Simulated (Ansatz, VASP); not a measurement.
# KI in VASP and in Ansatz

```
K I
1.0
    -0.11814    3.42614    3.42614
     3.42614   -0.11814    3.42614
     3.42614    3.42614   -0.11814
K I
1 1
Cartesian
  0.0000 0.0000 0.0000
  3.3671 3.3671 3.3671
```

Change from the starting cell: shear_111 strain -5.0%.

Alike in both runs: task single point; functional r2SCAN; k mesh 6 × 6 × 6; no spin polarisation.

|  | VASP | Ansatz |
| --- | --- | --- |
| version | VASP 6.6.1 | Ansatz 0.2.0 |
| potentials or method | VASP PAW PBE potentials, release 64 (K_sv, I) | plane waves, PAW |
| plane-wave cutoff (eV) | 520 | 500 |
| occupations | gaussian, width 0.01 eV | fixed |
| valence electrons in the cell | 16 | 26 |

|  | VASP | Ansatz | Ansatz less VASP |
| --- | --- | --- | --- |
| gap on the k mesh at the Fermi level (eV) | 4.62 | 4.62 | +0.003 |
| pressure (GPa) | 0.7 | 0.7 | 0.00 |
| traceless stress, the component that is largest in VASP (GPa) | 0.11 | 0.11 | 0.000 |

VASP's potentials were made for PBE, not for r2SCAN. VASP's potentials hold 16 valence electrons a cell and Ansatz's 26, so a difference there can come from the potentials and not from the codes.

Neither program's run includes spin-orbit coupling.
